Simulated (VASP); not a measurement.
Al9O, 10 atoms in the cell. The cell holds a slab with vacuum, 10 atoms: a = 2.854 Å, b = 9.808 Å, c = 20.290 Å, α = 90.00°, β = 90.00°, γ = 98.37°. 

| Property | Result |
| --- | --- |
| Program | VASP 6.6.1 |
| Task | single point |
| Functional | PBE |
| Potentials or basis | VASP PAW PBE potentials, release 64 (Al, O) |
| Cutoff | 520 eV |
| k mesh | 9 × 3 × 1 |
| Occupations | gaussian, width 0.1 eV |
| Spin | no spin polarisation |
| Dipole correction | yes |
| Further INCAR settings | ALGO = Normal; EDIFF = 1e-06; NBANDS = 28 |

Potentials or basis: VASP PAW PBE potentials, release 64 (Al, O).

Launch:

```sh
$ cat potpaw_PBE.64/Al/POTCAR potpaw_PBE.64/O/POTCAR > POTCAR
$ mpirun -np 1 vasp_std > vasp.out
```

Hardware: 1 thread of Intel(R) Xeon(R) 6975P-C (Granite Rapids), on a shared host.

Estimate the wall time of this run.

Run time: 4.1 min on 1 thread of Intel(R) Xeon(R) 6975P-C (Granite Rapids), with other jobs on the host, peak memory 0.67 GiB. Counts: scf iterations 24, k points 14.
